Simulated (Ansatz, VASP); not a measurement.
Ca: VASP beside Ansatz

File INCAR:

```
PREC = Accurate
ENCUT = 520
EDIFF = 1E-7
ISMEAR = 0
SIGMA = 0.15
LREAL = F
LASPH = T
NELM = 80
ALGO = Normal
ISIF = 2
LWAVE = F
LCHARG = F
NBANDS = 11
```

Contents of KPOINTS:

```
regular mesh
0
Gamma
  14 14 14
```

Contents of POSCAR:

```
Ca
1.0
    0.0000000000      3.0177360000      2.5706640000
    3.0177360000      0.0000000000      2.5706640000
    3.0177360000      3.0177360000      0.0000000000
Ca
1
Direct
    0.0000000000      0.0000000000      0.0000000000
```

Input for Ansatz:

```yaml
crystal:
  lattice:
    - [0.0, 3.017736, 2.570664]
    - [3.017736, 0.0, 2.570664]
    - [3.017736, 3.017736, 0.0]
  atoms:
    - { symbol: Ca, position: [0.0, 0.0, 0.0] }
basis:
  ecutwfc: 420
kpoints:
  mp_grid: { grid: [14, 14, 14] }
hamiltonian:
  xc: lda
scf:
  occupations: { method: gaussian, width: 0.15 }
output:
  forces: true
  stress: true
  eigenvalues: true
```

Change from the starting cell: strain +0.080 along x and y, -0.080 along z, atoms carried along.

Alike in both runs: task single point; functional LDA; k mesh 14 × 14 × 14; occupations gaussian, width 0.15 eV; no spin polarisation.

```csv
,VASP,Ansatz
version,VASP 6.6.1,Ansatz 0.2.0
potentials or method,"VASP PAW LDA potentials, release 64 (Ca_sv), cutoff 520 eV","scalar-relativistic, plane waves, PAW"
valence electrons in the cell,10,10
```

```tsv
	VASP	Ansatz	Ansatz less VASP
gap on the k mesh at the Fermi level (eV)	none	none	-
pressure (GPa)	-2.9	-2.9	0.00
traceless stress, the component that is largest in VASP (GPa)	0.23	0.23	0.000
```

LDA's correlation is that of Perdew and Zunger in VASP and of Perdew and Wang (1992) in Ansatz. A gap of «none» marks a metal or a gap that the smearing closes.
